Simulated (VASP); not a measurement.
# BN (wurtzite type): single point with PBE

Crystal: BN (wurtzite type).

```
B N
1.0
     2.42520    0.00000    0.00000
    -1.21260    2.10029    0.00000
     0.00000    0.00000    4.01673
B N
2 2
Direct
  0.33333 0.66667 0.00125
  0.66667 0.33333 0.50125
  0.33333 0.66667 0.37475
  0.66667 0.33333 0.87475
```

```json
{"Program": "VASP 6.6.1", "Task": "single point", "Functional": "PBE", "Potentials or basis": "VASP PAW PBE potentials, release 64 (B, N)", "Cutoff": "520 eV", "k mesh": "12 × 12 × 7", "Occupations": "fermi-dirac, width 0.05 eV", "Spin": "no spin polarisation"}
```

```
Pressure               : 76.7 GPa
Band gap on the k mesh : 4.83 eV, indirect (least direct gap 8.93 eV)
```

Levels at points of the mesh, in eV from the valence-band top:
```csv
k point,band 6,band 7,band 8,band 9,band 10,band 11
"(0.00, 0.00, 0.00)",-0.41,0.00,0.00,8.94,8.94,9.36
"(0.50, 0.00, 0.00)",-5.77,-5.24,-2.43,7.22,8.34,11.29
```

It took 15 s on 1 thread of Intel(R) Xeon(R) Platinum 8488C (Sapphire Rapids), with other jobs on the host, peak memory 0.13 GiB.

A k mesh can miss the band edges. As with any semilocal functional, this PBE gap is likely too small.
